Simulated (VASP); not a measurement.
Set up this calculation in VASP 6.6.1, as the native input.

```
Task                   : single point
Functional             : PBE
Potentials or basis    : VASP PAW PBE potentials, release 64 (Ta_pv, N)
Cutoff                 : 520 eV
k mesh                 : 14 × 14 × 10
Occupations            : gaussian, width 0.15 eV
Spin                   : no spin polarisation
Dipole correction      : no
Further INCAR settings : ALGO = Normal; EDIFF = 1e-06; NBANDS = 24
```

The structure of TaN lies in POSCAR:

```
TaN
1.0
    0.0000000000     -2.2081122572     -2.2081122572
    0.0000000000      2.2081122572     -2.2081122572
    4.4162245144      0.0000000000      0.0000000000
Ta N
2 2
Direct
    0.5000000000      0.5000000000     -0.0273545735
    0.0000000000      0.0000000000      0.5273545735
    0.5000000000      0.5000000000      0.4381824907
    0.0000000000      0.0000000000      0.0618175093
```

This cell differs from its parent crystal: atoms displaced along a vibrational mode.

The input as run:

INCAR

```
SYSTEM = TaN
ALGO = Normal ; EDIFF = 1E-6
ENCUT = 520 ; GGA = PE
ISIF = 2 ; ISMEAR = 0
LASPH = .TRUE. ; LCHARG = .FALSE.
LREAL = .FALSE. ; LWAVE = .FALSE.
NBANDS = 24 ; NELM = 80
PREC = Accurate ; SIGMA = 0.15
```

KPOINTS

```
k-points
0
G
  14 14 10
  0 0 0
```

Potentials or basis: VASP PAW PBE potentials, release 64 (Ta_pv, N).

Launch:

```sh
$ cat potpaw_PBE.64/Ta_pv/POTCAR potpaw_PBE.64/N/POTCAR > POTCAR
$ mpirun -np 1 vasp_std > vasp.out
```

It gave:

```yaml
Pressure: 4.0 GPa
Largest_force: 1.881 eV/Å
Band_gap_on_the_k_mesh: zero (bands 16 and 17 overlap by 2.56 eV)
```

Caveat: the cell differs from its parent crystal (atoms displaced along a vibrational mode); the cell stands under pressure; spin-orbit coupling is left out, which moves the levels of the heavy elements; forces of over 1 eV/Å act on the atoms, so gaps and moduli don't describe the material at rest.

It took 120 s on 1 thread of Intel(R) Xeon(R) Platinum 8259CL CPU @ 2.50GHz (Skylake/Cascade Lake), with other jobs on the host, peak memory 0.3 GiB.
